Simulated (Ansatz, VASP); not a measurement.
One calculation of ZnSe, two programs

INCAR

```
SYSTEM = ZnSe
ALGO = Normal ; EDIFF = 1E-7
EDIFFG = -0.005 ; ENCUT = 600
GGA = CA ; IBRION = 2
ISIF = 3 ; ISMEAR = 0
LASPH = .True. ; LCHARG = .False.
LREAL = .False. ; LWAVE = .False.
NELM = 100 ; NSW = 100
PREC = Accurate ; SIGMA = 0.02
```

KPOINTS

```
k-points
0
Gamma
  8 8 8
  0 0 0
```

Contents of POSCAR:

```
ZnSe
1.0
    0.0000000000      2.8324425400      2.8324425400
    2.8324425400      0.0000000000      2.8324425400
    2.8324425400      2.8324425400      0.0000000000
Zn Se
1 1
Direct
    0.0000000000      0.0000000000      0.0000000000
    0.2500000000      0.2500000000      0.2500000000
```

Input for Ansatz:

```yaml
crystal:
  lattice:
    - [0.0, 2.83244254, 2.83244254]
    - [2.83244254, 0.0, 2.83244254]
    - [2.83244254, 2.83244254, 0.0]
  atoms:
    - { symbol: Zn, position: [0.0, 0.0, 0.0] }
    - { symbol: Se, position: [0.25, 0.25, 0.25] }
basis:
  ecutwfc: 420
kpoints:
  mp_grid: { grid: [8, 8, 8] }
hamiltonian:
  xc: lda
scf:
  occupations: { method: gaussian, width: 0.02 }
output:
  forces: true
  stress: true
  eigenvalues: true
  write_density: true
  write_potential: true
  elf: true
  volumetric_format: npy
relax:
  adjacent_minimum: "off"
  f_tol: 0.005
  max_steps: 80
  cell: { stress_tol: 0.05 }
```

Alike in both runs: task relaxation of cell and atoms; functional LDA; k mesh 8 × 8 × 8; occupations gaussian, width 0.02 eV; no spin polarisation.

|  | VASP | Ansatz |
| --- | --- | --- |
| version | VASP 6.6.1 | Ansatz 0.2.0 |
| potentials or method | VASP PAW LDA potentials, release 64 (Zn, Se), cutoff 600 eV | scalar-relativistic, plane waves, PAW |
| valence electrons in the cell | 18 | 28 |

|  | VASP | Ansatz | Ansatz less VASP |
| --- | --- | --- | --- |
| gap on the k mesh at the Fermi level, each at its own relaxed structure (eV) | 1.27 | 1.25 | -0.021 |
| relaxed volume (Å³/atom) | 21.67 | 21.57 | -0.100 |
| relaxed cell length with the largest relative difference (Å) | 3.943 | 3.937 | -0.0061 |

LDA's correlation is that of Perdew and Zunger in VASP and of Perdew and Wang (1992) in Ansatz. VASP's potentials hold 18 valence electrons a cell and Ansatz's 28, so a difference there can come from the potentials and not from the codes.
